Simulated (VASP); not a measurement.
A run of VASP 6.6.1:

Contents of POSCAR:

```
AlCu
1.0
    2.9975090000      0.0000000000      0.0000000000
    0.0000000000      2.9975090000      0.0000000000
    0.0000000000      0.0000000000      2.9975090000
Al Cu
1 1
Direct
    0.0000000000      0.0000000000      0.0000000000
    0.5000000000      0.5000000000      0.5000000000
```

Contents of INCAR.step1:

```
SYSTEM = AlCu
PREC = Accurate ; ENCUT = 600
ISMEAR = -1 ; SIGMA = 0.1
LREAL = .FALSE. ; LASPH = .TRUE.
NELM = 100 ; GGA = PE
ALGO = Normal ; EDIFF = 1E-4
LWAVE = .TRUE. ; LCHARG = .FALSE.
```

INCAR.step2

```
SYSTEM = AlCu
PREC = Accurate ; ENCUT = 600
EDIFF = 1E-6 ; ISMEAR = -1
SIGMA = 0.1 ; LREAL = .FALSE.
LASPH = .TRUE. ; NELM = 100
ALGO = Normal ; ISIF = 3
LWAVE = .FALSE. ; LCHARG = .FALSE.
METAGGA = R2SCAN ; LMIXTAU = .TRUE.
IBRION = 2 ; NSW = 50
EDIFFG = -0.01 ; PSTRESS = 20.0
ISTART = 1
```

The input KPOINTS:

```
Automatic mesh
0
G
  7 7 7
  0 0 0
```

Potentials or basis: VASP PAW PBE potentials, release 64 (Al, Cu).

Command:

```console
$ cat potpaw_PBE.64/Al/POTCAR potpaw_PBE.64/Cu/POTCAR > POTCAR
$ cp INCAR.step1 INCAR
$ mpirun -np 1 vasp_std > vasp.out
$ cp INCAR.step2 INCAR
$ mpirun -np 1 vasp_std > vasp.out
```

Hardware: 1 thread of Intel(R) Xeon(R) Platinum 8488C (Sapphire Rapids), on a shared host.

Question: How long does it take, and how much memory?

Answer: Wall time 42 s on 1 thread of Intel(R) Xeon(R) Platinum 8488C (Sapphire Rapids), with other jobs on the host, peak memory 0.15 GiB. Counts: k points 20, ion steps 3.
